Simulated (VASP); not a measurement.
Wanted: the native input for a VASP 6.6.1 run.

```yaml
Task: single point
Functional: LDA
Potentials_or_basis: VASP PAW LDA potentials, release 64 (Ga_d)
Cutoff: 520 eV
k_mesh: 8 × 8 × 7
Occupations: methfessel-paxton, width 0.6 eV
Spin: no spin polarisation
Dipole_correction: no
Further_INCAR_settings: ALGO = Normal; EDIFF = 1e-06; NBANDS = 34
```

The structure of Ga lies in POSCAR:

```
Ga
1.0
    2.2178908173     -3.7419137528      0.0000000000
    2.2178908173      3.7419137528      0.0000000000
    0.0000000000      0.0000000000      4.4249628129
Ga
4
Direct
    0.8443628362      0.1556371638      0.0859373133
    0.6556371638      0.3443628362      0.5859373133
    0.1556371638      0.8443628362      0.9140626867
    0.3443628362      0.6556371638      0.4140626867
```

These files were run (other wordings do the same):

INCAR

```
  ALGO = Normal
  EDIFF = 1E-6
  ENCUT = 520
  GGA = CA
  ISIF = 2
  ISMEAR = 1
  LASPH = T
  LCHARG = F
  LREAL = F
  LWAVE = F
  NBANDS = 34
  NELM = 80
  PREC = Accurate
  SIGMA = 0.6
```

KPOINTS

```
k-points
0
Gamma
  8 8 7
```

Potentials or basis: VASP PAW LDA potentials, release 64 (Ga_d).

Launch:

```console
$ cat potpaw_LDA.64/Ga_d/POTCAR > POTCAR
$ mpirun -np 1 vasp_std > vasp.out
```

Results of the run:

- Pressure: 0.1 GPa
- Largest force: 0.003 eV/Å
- Band gap on the k mesh: zero (bands 26 and 27 overlap by 1.05 eV)

Caveat: so wide a smearing shifts energies and pressures.

It took 2.1 min on 1 thread of Intel(R) Xeon(R) Platinum 8488C (Sapphire Rapids), with other jobs on the host, peak memory 0.26 GiB.
